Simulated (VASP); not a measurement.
# TeRu (Pm-3m) in VASP: single point with LDA

Aim: the single point of TeRu with LDA.

Program: VASP 6.6.1. These are calculated values, not measurements. Logs are shortened: lines on timing, memory, paths and dates and some standing lists are left out, and cuts for length are marked.

**1. The cell of the first run**

It takes space group Pm-3m (No. 221, cubic). The conventional cell has a = 3.415 Å, b = 3.415 Å, c = 3.415 Å, α = 90.00°, β = 90.00°, γ = 90.00°. Ru (site symmetry m-3m) has 8 Te at 2.96 Å and 6 Ru at 3.42 Å within 3.9 Å. Te (site symmetry m-3m) has 8 Ru at 2.96 Å and 6 Te at 3.42 Å within 3.9 Å.

**2. Single point, LDA, non-collinear spin, twin_end start, moments held on the sites**

INCAR reads:

```
SYSTEM = TeRu
ALGO     = Normal         ! electronic algorithm
AMIX     = 0.2          
AMIX_MAG = 0.8          
BMIX     = 1E-4         
BMIX_MAG = 1E-4         
EDIFF    = 1E-6           ! SCF threshold, eV
ENCUT    = 500            ! plane-wave cutoff, eV
GGA_COMPAT= .FALSE.      
ISIF     = 2              ! what is computed and relaxed
ISMEAR   = 0              ! smearing method
ISYM     = -1           
I_CONSTRAINED_M= 1            
KPAR     = 4            
LAMBDA   = 10           
LASPH    = .TRUE.         ! aspherical terms in the spheres
LCHARG   = .TRUE.         ! write CHGCAR
LMAXMIX  = 4              ! l up to which the mixer works
LNONCOLLINEAR= .TRUE.         ! non-collinear magnetism
LORBIT   = 11             ! projections on sites
LREAL    = .FALSE.        ! projectors in reciprocal space
LVHAR    = .TRUE.       
LWAVE    = .FALSE.        ! write WAVECAR
MAGMOM   = 0 0 0.53 0.53 0 0 0.01 0 0.01 0.01 0 0.01 ! initial moments
M_CONSTR = 0.707 0.707 0 0.707 0.707 0 0 0 0 0 0 0
NBANDS   = 54             ! bands
NELM     = 200            ! most SCF steps
PREC     = Accurate       ! precision mode
RWIGS    = 1.46 1.38    
SIGMA    = 0.05           ! smearing width, eV
```

KPOINTS reads:

```
k-points
0
G
  6 6 3
  0 0 0
```

POSCAR reads:

```
TeRu
1.0
    3.4153846100      0.0000000000      0.0000000000
    0.0000000000      3.4153846100      0.0000000000
    0.0000000000      0.0000000000      6.8307692200
Ru Te
2 2
Direct
    0.0000000000      0.0000000000      0.0000000000
    0.0000000000      0.0000000000      0.5000000000
    0.5000000000      0.5000000000      0.2500000000
    0.5000000000      0.5000000000      0.7500000000
```

Potentials or basis: VASP PAW LDA potentials, release 64 (Ru_pv, Te).

The run is started by

```bash
> cat potpaw_LDA.64/Ru_pv/POTCAR potpaw_LDA.64/Te/POTCAR > POTCAR
> mpirun -np 4 vasp_ncl > vasp.out
```

OUTCAR:

```text
SYSTEM = TeRu
   AMIX = 0.2
   AMIX_MAG = 0.8
   EDIFF = 1E-6
   ENCUT = 500
   ISIF = 2
   ISMEAR = 0
   ISYM = -1
   LASPH = .TRUE.
   LNONCOLLINEAR = .TRUE.
   LORBIT = 11
   LREAL = .FALSE.
   NELM = 200
   PREC = Accurate

 ion  position               nearest neighbor table
   1  0.000  0.000  0.000-   3 2.96   4 2.96   3 2.96   4 2.96   3 2.96   4 2.96   3 2.96   4 2.96
                             2 3.42   2 3.42
   2  0.000  0.000  0.500-   3 2.96   4 2.96   3 2.96   4 2.96   3 2.96   4 2.96   3 2.96   4 2.96
                             1 3.42   1 3.42
   3  0.500  0.500  0.250-   1 2.96   2 2.96   1 2.96   2 2.96   1 2.96   2 2.96   1 2.96   2 2.96

   4  0.500  0.500  0.750-   1 2.96   2 2.96   1 2.96   2 2.96   1 2.96   2 2.96   1 2.96   2 2.96

IMPORTANT INFORMATION: All symmetrisations will be switched off!
NOSYMM: (Re-)initialisation of all symmetry stuff for point group C_1.

----------------------------------------------------------------------------------------

                                     Primitive cell

  volume of cell :      79.6799

  direct lattice vectors                    reciprocal lattice vectors
     3.415384610  0.000000000  0.000000000     0.292792793  0.000000000  0.000000000
     0.000000000  3.415384610  0.000000000     0.000000000  0.292792793  0.000000000
     0.000000000  0.000000000  6.830769220     0.000000000  0.000000000  0.146396397

  length of vectors
     3.415384610  3.415384610  6.830769220     0.292792793  0.292792793  0.146396397

  position of ions in fractional coordinates (direct lattice)
     0.000000000  0.000000000  0.000000000
     0.000000000  0.000000000  0.500000000
     0.500000000  0.500000000  0.250000000
     0.500000000  0.500000000  0.750000000

  ion indices of the primitive-cell ions
   primitive index   ion index
                 1           1
                 2           2
                 3           3
                 4           4

----------------------------------------------------------------------------------------

 KPOINTS: k-points

Automatic generation of k-mesh.
 Grid dimensions read from file:
 generate k-points for:    6    6    3

 Generating k-lattice:

  Cartesian coordinates                     Fractional coordinates (reciprocal lattice)
     0.048798799  0.000000000  0.000000000     0.166666667  0.000000000  0.000000000
     0.000000000  0.048798799  0.000000000     0.000000000  0.166666667  0.000000000
     0.000000000  0.000000000  0.048798799     0.000000000  0.000000000  0.333333333

  Length of vectors
     0.048798799  0.048798799  0.048798799

  Shift w.r.t. Gamma in fractional coordinates (k-lattice)
     0.000000000  0.000000000  0.000000000

 Subroutine IBZKPT returns following result:
 ===========================================

 Found    108 irreducible k-points:

 Following reciprocal coordinates:
            Coordinates               Weight
  0.000000  0.000000  0.000000      1.000000
  0.166667  0.000000  0.000000      1.000000
  0.333333  0.000000  0.000000      1.000000
  0.500000  0.000000  0.000000      1.000000
 -0.333333  0.000000  0.000000      1.000000
 -0.166667  0.000000  0.000000      1.000000
[... 16 lines left out ...]
 -0.333333  0.500000  0.000000      1.000000
 -0.166667  0.500000  0.000000      1.000000
 [... further k-points ...]
   k-points           NKPTS =    108   k-points in BZ     NKDIM =    108   number of bands    NBANDS=     54
   number of dos      NEDOS =    301   number of ions     NIONS =      4
   total plane-waves  NPLWV =  39200
   dimension x,y,z NGX =    28 NGY =   28 NGZ =   50
   dimension x,y,z NGXF=    56 NGYF=   56 NGZF=  100
   ions per type =               2   2
   NGX,Y,Z   is equivalent  to a cutoff of  13.63, 13.63, 12.17 a.u.
   NGXF,Y,Z  is equivalent  to a cutoff of  27.26, 27.26, 24.34 a.u.
 SYSTEM =  TeRu
   PREC   = accura    normal or accurate (medium, high low for compatibility)
   ISTART =      0    job   : 0-new  1-cont  2-samecut
   ICHARG =      2    charge: 1-file 2-atom 10-const
   ISPIN  =      1    spin polarized calculation?
   LNONCOLLINEAR =      T non collinear calculations
   LSORBIT =      F    spin-orbit coupling
   LASPH  =      T    aspherical Exc in radial PAW
   ENCUT  =  500.0 eV  36.75 Ry    6.06 a.u.   6.23  6.23 12.45*2*pi/ulx,y,z
   NELM   =    200;   NELMIN=  2; NELMDL= -5     # of ELM steps
   EDIFF  = 0.1E-05   stopping-criterion for ELM
   LREAL  =      F    real-space projection
   EDIFFG = 0.1E-04   stopping-criterion for IOM
   NSW    =      0    number of steps for IOM
   IBRION =     -1    ionic relax: 0-MD 1-quasi-New 2-CG
   NFREE  =      0    steps in history (QN), initial steepest desc. (CG)
   ISIF   =      2    stress and relaxation
   ISYM   =     -1    0-nonsym 1-usesym 2-fastsym
   POTIM  = 0.5000    time-step for ionic-motion
   TEBEG  =    0.0;   TEEND  =   0.0 temperature during run
   PSTRESS=    0.0 pullay stress
   NELECT =      40.0000    total number of electrons
   NUPDOWN=      -1.0000    fix difference up-down
   EMIN   =  10.00;   EMAX   =-10.00  energy-range for DOS
   EFERMI =   0.00;   METHOD = LEGACY
   ISMEAR =     0;   SIGMA  =   0.05  broadening in eV -4-tet -1-fermi 0-gaus
   EFERMI_NEDOS =   21; number of points for ismear=-14 and -15
   IALGO  =     38    algorithm
   IMIX   =      4    mixing-type and parameters
     AMIX     =   0.20;   BMIX     =  0.00
     AMIX_MAG =   0.80;   BMIX_MAG =  0.00
  volume/ion in A,a.u.               =      19.92       134.43
  Fermi-wavevector in a.u.,A,eV,Ry     =   1.301104  2.458729 23.032903  1.692871
  Thomas-Fermi vector in A             =   2.432259
   LORBIT       =     11    0 simple, 1 ext, 2 COOP (PROOUT), +10 PAW based schemes
   GGA     = CA    functional components
   LHFCALC =     F    Hartree Fock is set to
   AEXX    =    0.0000 exact exchange contribution
   IVDW    =     0    specifies the selected vdW correction
   LEPSILON=     F    determine dielectric tensor
   LRPA    =     F    only Hartree local field effects (RPA)
 Gauss-broadening in eV      SIGMA  =   0.05
  energy-cutoff  :      500.00
  volume of cell :       79.68
 maximum number of plane-waves:      4176
 NGX is ok and might be reduce to    28
   NGX = 13   NGY = 13   NGZ = 25

 number of electron      40.0000013 magnetization      -0.0085304     -0.0093874      0.0086838

 number of electron      40.0000013 magnetization      -0.0113322     -0.0111305     -0.0023943

 number of electron      40.0000013 magnetization       0.0064881      0.0067343     -0.0000586

 number of electron      40.0000013 magnetization       0.0041258      0.0042330      0.0000428

 Free energy of the ion-electron system (eV)
  ---------------------------------------------------
  ext. energy  EPLUGINS =         0.00000000
  ---------------------------------------------------
  free energy    TOTEN  =       -26.81614932 eV

  energy without entropy =      -26.80539689  energy(sigma->0) =      -26.81077310

 E-fermi :  10.3469     XC(G=0): -11.9761

 val. band max:       10.3448494016   @ k =  -0.1667   0.1667   0.3333
 cond. band min:      10.3689472326   @ k =   0.1667   0.0000   0.0000
 fundamental gap:      0.0240978310
 Fermi energy:        10.3468976645

 k-point     1 :       0.0000    0.0000    0.0000
  band No.  band energies     occupation
      1     -31.8696      1.00000
      2     -31.8675      1.00000
      3     -31.8392      1.00000
      4     -31.8392      1.00000
      5     -31.8381      1.00000
      6     -31.8381      1.00000
[... 44 lines left out ...]
     51      15.7981      0.00000
     52      15.7985      0.00000

 k-point     2 :       0.1667    0.0000    0.0000
  band No.  band energies     occupation
      1     -31.8683      1.00000
      2     -31.8662      1.00000
      3     -31.8509      1.00000
      4     -31.8498      1.00000
      5     -31.8382      1.00000
      6     -31.8372      1.00000
[... 44 lines left out ...]
     51      14.9230      0.00000
     52      14.9235      0.00000
[... 1153 lines left out ...]
     51      12.9116      0.00000
     52      12.9125      0.00000

 k-point    24 :      -0.1667    0.5000    0.0000
  band No.  band energies     occupation
      1     -31.8844      1.00000
      2     -31.8834      1.00000
      3     -31.8632      1.00000
      4     -31.8611      1.00000
      5     -31.8465      1.00000
      6     -31.8455      1.00000
[... 44 lines left out ...]
     51      14.9184      0.00000
     52      14.9189      0.00000

 [... further k-points ...]

 [bands above 52 left out]

------------------------ aborting loop because EDIFF is reached ----------------------------------------

  FORCE on cell =-STRESS in cart. coord.  units (eV):
  Direction    XX          YY          ZZ          XY          YZ          ZX
  --------------------------------------------------------------------------------------
  -------------------------------------------------------------------------------------
  Total       -8.4557549     -8.4556422     -8.9897765     -0.0000004      0.0000369     -0.0000391
  in kB     -170.0255238   -170.0232567   -180.7634542     -0.0000081      0.0007415     -0.0007862
  external PRESSURE =    -173.6040783 kB  Pullay stress =       0.0000000 kB

 VOLUME and BASIS-vectors are now :
 -----------------------------------------------------------------------------
  energy-cutoff  :      500.00
  volume of cell :       79.68
      direct lattice vectors                 reciprocal lattice vectors
     3.415384610  0.000000000  0.000000000     0.292792793  0.000000000  0.000000000
     0.000000000  3.415384610  0.000000000     0.000000000  0.292792793  0.000000000
     0.000000000  0.000000000  6.830769220     0.000000000  0.000000000  0.146396397

 POSITION                                       TOTAL-FORCE (eV/Angst)
 -----------------------------------------------------------------------------------
      0.00000      0.00000      0.00000         0.000004      0.000000      0.000008
      0.00000      0.00000      3.41538        -0.000013     -0.000004     -0.000015
      1.70769      1.70769      1.70769         0.000005      0.000002      0.000503
      1.70769      1.70769      5.12308         0.000005      0.000002     -0.000496
 -----------------------------------------------------------------------------------
    total drift:                               -0.000020     -0.000006     -0.000015

  FREE ENERGIE OF THE ION-ELECTRON SYSTEM (eV)
  ---------------------------------------------------
  free  energy   TOTEN  =       -26.8161493158 eV

  energy  without entropy=      -26.8053968858  energy(sigma->0) =      -26.81077310

 total charge

# of ion       s       p       d       tot
------------------------------------------
    1        0.230   6.117   6.094  12.442
    2        0.230   6.117   6.094  12.441
    3        1.430   1.751   0.113   3.293
    4        1.430   1.751   0.113   3.293
--------------------------------------------------
tot          3.320  15.736  12.414  31.470

 magnetization (x)

# of ion       s       p       d       tot
------------------------------------------
    1       -0.000  -0.000  -0.252  -0.252
    2        0.001   0.000   0.256   0.257
    3        0.000  -0.000  -0.000   0.000
    4        0.000  -0.000  -0.000   0.000
--------------------------------------------------
tot          0.000  -0.000   0.004   0.005

 magnetization (y)

# of ion       s       p       d       tot
------------------------------------------
    1       -0.000  -0.000  -0.251  -0.252
    2        0.001   0.000   0.255   0.255
    3        0.000  -0.000  -0.000   0.000
    4        0.000  -0.000  -0.000   0.000
--------------------------------------------------
tot          0.000  -0.000   0.003   0.004

 magnetization (z)

# of ion       s       p       d       tot
------------------------------------------
    1       -0.000   0.000  -0.001  -0.001
    2       -0.000   0.000  -0.000  -0.000
    3       -0.000   0.000   0.000  -0.000
    4       -0.000   0.000   0.000  -0.000
--------------------------------------------------
tot         -0.000   0.000  -0.001  -0.001
```

Run time: 39 min. Hardware: 4 MPI ranks of Intel Xeon Platinum 8259CL at 2.50GHz (Skylake/Cascade Lake), shared host; peak memory 0.75 GiB.

What came out:

- Free energy: -26.8161 eV
- Band gap on the k mesh: zero (bands 40 and 41 overlap by 0.90 eV)
- Net moment: 0.01 μB per cell
- Valence electrons inside the program's atomic spheres: Ru 12.44; Te 3.29

Levels at points of the mesh, in eV from the Fermi level:
```tsv
k point	band 37	band 38	band 39	band 40	band 41	band 42	band 43	band 44
(0.00, 0.00, 0.00)	-0.82	-0.82	-0.82	-0.82	-0.68	-0.67	0.05	0.05
(0.50, 0.00, 0.00)	-0.42	-0.42	-0.08	-0.07	0.16	0.16	1.18	1.18
(0.00, 0.50, 0.00)	-0.42	-0.42	-0.08	-0.07	0.16	0.16	1.18	1.18
(0.50, 0.50, 0.00)	0.07	0.07	0.22	0.23	1.18	1.18	1.90	1.90
```

Moments on the atoms (μB; x, y, z):
```
Ru  -0.25 -0.25  0.00
Ru   0.26  0.26  0.00
Te   0.00  0.00  0.00
Te   0.00  0.00  0.00
```

Caveat: moments held by a penalty; spin-orbit coupling is left out, which moves the levels of the heavy elements.

The gap in the log of VASP goes by the Fermi energy; the results here count the filled bands.